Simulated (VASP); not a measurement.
## Si7Ge: relaxation of cell and atoms with PBEsol

Crystal: Si7Ge.

```
CELL_PARAMETERS angstrom
5.17245 0.00000 0.00000
0.00000 5.17245 0.00000
0.00000 0.00000 5.17245
ATOMIC_POSITIONS crystal
Si 0.25256 0.25256 0.25256
Si 0.00000 0.50000 0.50000
Si 0.50000 0.50000 0.00000
Si 0.50000 0.00000 0.50000
Si 0.74744 0.25256 0.74744
Si 0.74744 0.74744 0.25256
Si 0.25256 0.74744 0.74744
Ge 0.00000 0.00000 0.00000
```

| Property | Result |
| --- | --- |
| Program | VASP 6.6.1 |
| Task | relaxation of cell and atoms |
| Functional | PBEsol |
| Potentials or basis | VASP PAW PBE potentials, release 64 (Si, Ge_d) |
| Cutoff | 600 eV |
| k mesh | 8 × 8 × 8 |
| Occupations | gaussian, width 0.01 eV |
| Spin | no spin polarisation |
| Target pressure | 20 GPa |
| Dipole correction | no |
| Further INCAR settings | ALGO = Normal; EDIFF = 1e-06; IBRION = 2; EDIFFG = -0.008; NSW = 70; ISIF = 3 |

```json
{
 "Relaxed volume": "17.37 Å³/atom",
 "Relaxed cell": "a = 5.180 Å, b = 5.180 Å, c = 5.180 Å, α = 90.00°, β = 90.00°, γ = 90.00°",
 "Space group after relaxing (to 0.05 Å)": "P-43m (No. 215)",
 "Energy change on relaxing (the enthalpy is what falls)": "-9.7 meV/atom",
 "Ionic steps": "3",
 "Pressure after relaxing": "20.0 GPa",
 "Largest force after relaxing": "0.007 eV/Å",
 "Band gap on the k mesh": "zero (filled and empty bands touch)"
}
```

Forces in eV/Å, atoms in the order of the input:
```
Si  -0.004 -0.004 -0.004
Si   0.000  0.000  0.000
Si   0.000  0.000  0.000
Si   0.000  0.000  0.000
Si   0.004 -0.004  0.004
Si   0.004  0.004 -0.004
Si  -0.004  0.004  0.004
Ge   0.000  0.000  0.000
```

Step by step:
```csv
step,energy change (eV),largest force (eV/Å),pressure (GPa),volume (Å³)
1,0.0000,0.0115,20.73,138.38
2,-0.1953,0.0011,18.88,139.97
3,-0.0772,0.0066,20.00,138.99
```

Final structure:
```
Si Ge
1.0
     5.18000    0.00000    0.00000
     0.00000    5.18000    0.00000
     0.00000    0.00000    5.18000
Si Ge
7 1
Direct
  0.25254 0.25254 0.25254
  0.00000 0.50000 0.50000
  0.50000 0.50000 0.00000
  0.50000 0.00000 0.50000
  0.74746 0.25254 0.74746
  0.74746 0.74746 0.25254
  0.25254 0.74746 0.74746
  0.00000 0.00000 0.00000
```

Levels at points of the mesh, in eV from the Fermi level:
| k point | band 18 | band 19 | band 20 | band 21 | band 22 | band 23 | band 24 | band 25 |
| --- | --- | --- | --- | --- | --- | --- | --- | --- |
| (0.00, 0.00, 0.00) | -3.31 | -0.07 | 0.00 | 0.00 | 0.00 | 0.39 | 0.39 | 0.41 |
| (0.50, 0.00, 0.00) | -2.27 | -2.27 | -2.16 | -2.16 | 0.78 | 0.97 | 2.93 | 2.96 |
| (0.50, 0.50, 0.00) | -1.65 | -1.51 | -1.47 | -1.47 | 2.30 | 2.30 | 2.48 | 2.57 |
| (0.50, 0.50, 0.50) | -1.40 | -1.23 | -1.23 | -1.23 | 1.52 | 2.02 | 2.02 | 2.02 |

Run time: 6.4 min on 1 thread of Oxide Virtual Turin-like Processor (shared host), peak memory 0.3 GiB.

Caveat: the cell is relaxed towards a set pressure, so the enthalpy falls and the energy may rise; the PAW data sets were made with another functional, which shifts forces and pressure a little.
